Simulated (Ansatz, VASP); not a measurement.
Y3Zr2F in VASP and in Ansatz

```
CELL_PARAMETERS angstrom
-2.68518 2.68518 4.90191
2.68518 -2.68518 4.90191
2.68518 2.68518 -4.90191
ATOMIC_POSITIONS crystal
Y 0.67825 0.67825 0.00000
Y 0.32175 0.32175 0.00000
Y 0.00000 0.00000 0.00000
Zr 0.75000 0.25000 0.50000
Zr 0.25000 0.75000 0.50000
F 0.50000 0.50000 0.00000
```

Alike in both runs: task single point; functional PBE; k mesh 4 × 4 × 4; occupations gaussian, width 0.1 eV; no spin polarisation.

|  | VASP | Ansatz |
| --- | --- | --- |
| version | VASP 6.6.1 | Ansatz 0.2.0 |
| potentials or method | VASP PAW PBE potentials, release 64 (Y_sv, Zr_sv, F), cutoff 520 eV | scalar-relativistic, plane waves, PAW |
| valence electrons in the cell | 64 | 64 |

Ansatz gave:

- gap on the k mesh at the Fermi level (eV): none
- pressure (GPa): 25.2
- traceless stress, the component that is largest in VASP (GPa): 24.32
- rms of the force components (eV/Å): 2.974

**Question.** What did VASP give for the same quantities?

**Answer.** gap on the k mesh at the Fermi level (eV): none; pressure (GPa): 25.3; traceless stress, the component that is largest in VASP (GPa): 24.41; rms of the force components (eV/Å): 2.998.

Atom by atom the forces differ by 0.024 eV/Å (rms over components). A gap of «none» marks a metal or a gap that the smearing closes.

The k mesh is coarse, so the values compare programs but aren't converged.
